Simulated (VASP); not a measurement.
# Pb (P6_3/mmc) in VASP: further runs

Runs on Pb. Level: PBEsol. Tasks: single point.

Program: VASP 6.6.1. These are calculated values, not measurements. Logs are shortened: lines on timing, memory, paths and dates and some standing lists are left out, and cuts for length are marked.

### Step 1. The cell of the first run

The structure is hexagonal, space group P6_3/mmc (No. 194). Conventional cell: a = 3.524 Å, b = 3.524 Å, c = 11.380 Å, α = 90.00°, β = 90.00°, γ = 120.00°. Within 4.6 Å of Pb (site symmetry -6m2) lie 12 Pb at 3.50 to 3.52 Å. Pb (site symmetry -3m) has 12 Pb at 3.50 to 3.52 Å within 4.6 Å.

### Step 2. Single point, PBEsol

File INCAR:

```
SYSTEM = Pb
PREC = Accurate
ENCUT = 520
EDIFF = 1E-6
ISMEAR = -1
SIGMA = 0.05
LREAL = .FALSE.
LASPH = .TRUE.
NELM = 100
ALGO = Fast
ISIF = 2
LWAVE = .FALSE.
LCHARG = .FALSE.
GGA = PS
NBANDS = 36
```

File KPOINTS:

```
regular mesh
0
G
  7 7 2
  0 0 0
```

File POSCAR:

```
Pb
1.0
    3.5243661423      0.0000000000      0.0000000000
   -1.7621830712      3.0521906115      0.0000000000
    0.0000000000      0.0000000000     11.3802893919
Pb
4
Direct
    0.6666666667      0.3333333333      0.7500000000
    0.0000000000      0.0000000000      0.5000000000
    0.3333333333      0.6666666667      0.2500000000
    0.0000000000      0.0000000000      0.0000000000
```

Potentials or basis: VASP PAW PBE potentials, release 64 (Pb_d).

Run with:

```bash
cat potpaw_PBE.64/Pb_d/POTCAR > POTCAR
mpirun -np 1 vasp_std > vasp.out
```

OUTCAR:

```text
SYSTEM = Pb
   PREC = Accurate
   ENCUT = 520
   EDIFF = 1E-6
   ISMEAR = -1
   LREAL = .FALSE.
   LASPH = .TRUE.
   NELM = 100
   ISIF = 2
   GGA = PS

 ion  position               nearest neighbor table
   1  0.667  0.333  0.750-   2 3.50   4 3.50   2 3.50   4 3.50   2 3.50   4 3.50
   2  0.000  0.000  0.500-   1 3.50   3 3.50   1 3.50   3 3.50   1 3.50   3 3.50
   3  0.333  0.667  0.250-   2 3.50   4 3.50   2 3.50   4 3.50   2 3.50   4 3.50
   4  0.000  0.000  0.000-   1 3.50   3 3.50   1 3.50   3 3.50   1 3.50   3 3.50

  LATTYP: Found a hexagonal cell.
 ALAT       =     3.5243661423
 C/A-ratio  =     3.2290315286

  Lattice vectors:

 A1 = (   3.5243661423,   0.0000000000,   0.0000000000)
 A2 = (  -1.7621830712,   3.0521906115,   0.0000000000)
 A3 = (   0.0000000000,   0.0000000000,  11.3802893919)

Analysis of symmetry for initial positions (statically):
=====================================================================
 Subroutine PRICEL returns:
 Original cell was already a primitive cell.

 Routine SETGRP: Setting up the symmetry group for a
 hexagonal supercell.

 Subroutine GETGRP returns: Found 24 space group operations
 (whereof 12 operations were pure point group operations)
 out of a pool of 24 trial point group operations.

The static configuration has the point symmetry D_3d.
 The point group associated with its full space group is D_6h.

Analysis of symmetry for dynamics (positions and initial velocities):
=====================================================================
 Subroutine PRICEL returns:
 Original cell was already a primitive cell.

 Routine SETGRP: Setting up the symmetry group for a
 hexagonal supercell.

 Subroutine GETGRP returns: Found 24 space group operations
 (whereof 12 operations were pure point group operations)
 out of a pool of 24 trial point group operations.

The dynamic configuration has the point symmetry D_3d.
 The point group associated with its full space group is D_6h.

 Subroutine INISYM returns: Found 24 space group operations
 (whereof 12 operations are pure point group operations),
 and found     1 'primitive' translations

----------------------------------------------------------------------------------------

                                     Primitive cell

  volume of cell :     122.4182

  direct lattice vectors                    reciprocal lattice vectors
     3.524366142  0.000000000  0.000000000     0.283738965  0.163816768  0.000000000
    -1.762183071  3.052190611  0.000000000     0.000000000  0.327633535  0.000000000
     0.000000000  0.000000000 11.380289392     0.000000000  0.000000000  0.087871228

  length of vectors
     3.524366142  3.524366142 11.380289392     0.327633535  0.327633535  0.087871228

  position of ions in fractional coordinates (direct lattice)
     0.666666667  0.333333333  0.750000000
     0.000000000  0.000000000  0.500000000
     0.333333333  0.666666667  0.250000000
     0.000000000  0.000000000  0.000000000

  ion indices of the primitive-cell ions
   primitive index   ion index
                 1           1
                 2           2
                 3           3
                 4           4

----------------------------------------------------------------------------------------

 KPOINTS: regular mesh

Automatic generation of k-mesh.
 Grid dimensions read from file:
 generate k-points for:    7    7    2

 Generating k-lattice:

  Cartesian coordinates                     Fractional coordinates (reciprocal lattice)
     0.040534138  0.023402395  0.000000000     0.142857143  0.000000000  0.000000000
     0.000000000  0.046804791  0.000000000     0.000000000  0.142857143  0.000000000
     0.000000000  0.000000000  0.043935614     0.000000000  0.000000000  0.500000000

  Length of vectors
     0.046804791  0.046804791  0.043935614

  Shift w.r.t. Gamma in fractional coordinates (k-lattice)
     0.000000000  0.000000000  0.000000000

 Subroutine IBZKPT returns following result:
 ===========================================

 Found     16 irreducible k-points:

 Following reciprocal coordinates:
            Coordinates               Weight
  0.000000  0.000000  0.000000      1.000000
  0.142857  0.000000  0.000000      6.000000
  0.285714 -0.000000  0.000000      6.000000
  0.428571 -0.000000  0.000000      6.000000
  0.142857  0.142857  0.000000      6.000000
  0.285714  0.142857  0.000000     12.000000
[... 8 lines left out ...]
  0.428571  0.142857  0.500000      6.000000
  0.285714  0.285714  0.500000      6.000000
   k-points           NKPTS =     16   k-points in BZ     NKDIM =     16   number of bands    NBANDS=     36
   number of dos      NEDOS =    301   number of ions     NIONS =      4
   total plane-waves  NPLWV =  70560
   dimension x,y,z NGX =    28 NGY =   28 NGZ =   90
   dimension x,y,z NGXF=    56 NGYF=   56 NGZF=  180
   ions per type =               4
   NGX,Y,Z   is equivalent  to a cutoff of  13.21, 13.21, 13.15 a.u.
   NGXF,Y,Z  is equivalent  to a cutoff of  26.42, 26.42, 26.29 a.u.
 SYSTEM =  Pb
   PREC   = accura    normal or accurate (medium, high low for compatibility)
   ISTART =      0    job   : 0-new  1-cont  2-samecut
   ICHARG =      2    charge: 1-file 2-atom 10-const
   ISPIN  =      1    spin polarized calculation?
   LNONCOLLINEAR =      F non collinear calculations
   LSORBIT =      F    spin-orbit coupling
   LASPH  =      T    aspherical Exc in radial PAW
   ENCUT  =  520.0 eV  38.22 Ry    6.18 a.u.   6.55  6.55 21.16*2*pi/ulx,y,z
   NELM   =    100;   NELMIN=  2; NELMDL= -5     # of ELM steps
   EDIFF  = 0.1E-05   stopping-criterion for ELM
   LREAL  =      F    real-space projection
   EDIFFG = 0.1E-04   stopping-criterion for IOM
   NSW    =      0    number of steps for IOM
   IBRION =     -1    ionic relax: 0-MD 1-quasi-New 2-CG
   NFREE  =      0    steps in history (QN), initial steepest desc. (CG)
   ISIF   =      2    stress and relaxation
   ISYM   =      2    0-nonsym 1-usesym 2-fastsym
   POTIM  = 0.5000    time-step for ionic-motion
   TEBEG  =    0.0;   TEEND  =   0.0 temperature during run
   PSTRESS=    0.0 pullay stress
   NELECT =      56.0000    total number of electrons
   NUPDOWN=      -1.0000    fix difference up-down
   EMIN   =  10.00;   EMAX   =-10.00  energy-range for DOS
   EFERMI =   0.00;   METHOD = LEGACY
   ISMEAR =    -1;   SIGMA  =   0.05  broadening in eV -4-tet -1-fermi 0-gaus
   EFERMI_NEDOS =   21; number of points for ismear=-14 and -15
   IALGO  =     68    algorithm
   IMIX   =      4    mixing-type and parameters
     AMIX     =   0.40;   BMIX     =  1.00
     AMIX_MAG =   1.60;   BMIX_MAG =  1.00
  volume/ion in A,a.u.               =      30.60       206.53
  Fermi-wavevector in a.u.,A,eV,Ry     =   1.261408  2.383715 21.648905  1.591150
  Thomas-Fermi vector in A             =   2.394868
   LORBIT       =      0    0 simple, 1 ext, 2 COOP (PROOUT), +10 PAW based schemes
   GGA     = PS    functional components
   LHFCALC =     F    Hartree Fock is set to
   AEXX    =    0.0000 exact exchange contribution
   IVDW    =     0    specifies the selected vdW correction
   LEPSILON=     F    determine dielectric tensor
   LRPA    =     F    only Hartree local field effects (RPA)
 non-spin polarized calculation
 RMM-DIIS sequential band-by-band and
  energy-cutoff  :      520.00
  volume of cell :      122.42
 maximum number of plane-waves:      3354
 NGX is ok and might be reduce to    28
   NGX = 13   NGY = 13   NGZ = 43

 number of electron      56.0000011 magnetization

 Free energy of the ion-electron system (eV)
  ---------------------------------------------------
  ext. energy  EPLUGINS =         0.00000000
  ---------------------------------------------------
  free energy    TOTEN  =       -15.97424445 eV

  energy without entropy =      -15.95218617  energy(sigma->0) =      -15.96321531

 E-fermi :   7.2146     XC(G=0): -10.2978

 val. band max:        7.1754335084   @ k =   0.1429   0.1429   0.0000
 cond. band min:       7.2334309237   @ k =   0.4286   0.1429   0.0000
 fundamental gap:      0.0579974153
 Fermi energy:         7.2146180766

 k-point     1 :       0.0000    0.0000    0.0000
  band No.  band energies     occupation
      1     -10.0275      2.00000
      2     -10.0143      2.00000
      3      -9.9938      2.00000
      4      -9.9938      2.00000
      5      -9.9761      2.00000
      6      -9.9756      2.00000
[... 28 lines left out ...]
     35      14.2153      0.00000
     36      14.5561      0.00000

 k-point     2 :       0.1429    0.0000    0.0000
  band No.  band energies     occupation
      1     -10.0267      2.00000
      2     -10.0172      2.00000
      3      -9.9982      2.00000
      4      -9.9856      2.00000
      5      -9.9720      2.00000
      6      -9.9640      2.00000
[... 28 lines left out ...]
     35      13.9548      0.00000
     36      14.3024      0.00000

 k-point     3 :       0.2857   -0.0000    0.0000
  band No.  band energies     occupation
      1     -10.0824      2.00000
      2     -10.0518      2.00000
      3     -10.0233      2.00000
      4      -9.9965      2.00000
      5      -9.9727      2.00000
      6      -9.9619      2.00000
[... 28 lines left out ...]
     35      12.1089      0.00000
     36      13.4079      0.00000
[... 430 lines left out ...]
 k-point    15 :       0.4286    0.1429    0.5000
  band No.  band energies     occupation
      1     -10.0773      2.00000
      2     -10.0773      2.00000
      3     -10.0227      2.00000
      4     -10.0227      2.00000
      5      -9.9735      2.00000
      6      -9.9735      2.00000
[... 28 lines left out ...]
     35      10.7049      0.00000
     36      10.7049      0.00000

 k-point    16 :       0.2857    0.2857    0.5000
  band No.  band energies     occupation
      1     -10.0560      2.00000
      2     -10.0560      2.00000
      3      -9.9947      2.00000
      4      -9.9947      2.00000
      5      -9.9440      2.00000
      6      -9.9440      2.00000
[... 28 lines left out ...]
     35      10.9599      0.00000
     36      10.9599      0.00000

------------------------ aborting loop because EDIFF is reached ----------------------------------------

  FORCE on cell =-STRESS in cart. coord.  units (eV):
  Direction    XX          YY          ZZ          XY          YZ          ZX
  --------------------------------------------------------------------------------------
  -------------------------------------------------------------------------------------
  Total       -0.5496592     -0.5496592     -1.0849504      0.0000000     -0.0000000     -0.0000000
  in kB       -7.1937959     -7.1937959    -14.1995469      0.0000000     -0.0000000     -0.0000000
  external PRESSURE =      -9.5290462 kB  Pullay stress =       0.0000000 kB

 VOLUME and BASIS-vectors are now :
 -----------------------------------------------------------------------------
  energy-cutoff  :      520.00
  volume of cell :      122.42
      direct lattice vectors                 reciprocal lattice vectors
     3.524366142  0.000000000  0.000000000     0.283738965  0.163816768  0.000000000
    -1.762183071  3.052190611  0.000000000     0.000000000  0.327633535  0.000000000
     0.000000000  0.000000000 11.380289392     0.000000000  0.000000000  0.087871228

 POSITION                                       TOTAL-FORCE (eV/Angst)
 -----------------------------------------------------------------------------------
      1.76218      1.01740      8.53522         0.000000     -0.000000      0.000000
      0.00000      0.00000      5.69014        -0.000000      0.000000     -0.000000
     -0.00000      2.03479      2.84507        -0.000000      0.000000      0.000000
      0.00000      0.00000      0.00000        -0.000000      0.000000     -0.000000
 -----------------------------------------------------------------------------------
    total drift:                                0.000000     -0.000000      0.000000

  FREE ENERGIE OF THE ION-ELECTRON SYSTEM (eV)
  ---------------------------------------------------
  free  energy   TOTEN  =       -15.9742444518 eV

  energy  without entropy=      -15.9521861709  energy(sigma->0) =      -15.96321531
```

Wall time 66 s (1 thread of Intel Xeon Platinum 8375C at 2.90GHz (Ice Lake), shared host); peak memory 0.26 GiB.

What came out:

```yaml
Free_energy: -15.9742 eV
Pressure: -1.0 GPa
Band_gap_on_the_k_mesh: zero (band 28 reaches 12.38 eV, above the bottom of band 29 at 5.75 eV)
```

Levels at points of the mesh, in eV from the Fermi level:
```csv
k point,band 25,band 26,band 27,band 28,band 29,band 30,band 31,band 32
"(0.00, 0.00, 0.00)",-4.37,0.62,0.64,5.17,5.17,5.99,5.99,6.01
"(0.00, 0.00, 0.50)",-2.67,-2.67,4.52,4.52,5.40,5.40,5.40,5.40
```

Caveat: the PAW data sets were made with another functional, which shifts forces and pressure a little; spin-orbit coupling is left out, which moves the levels of the heavy elements.

(Part 1 of 2 ends here.)
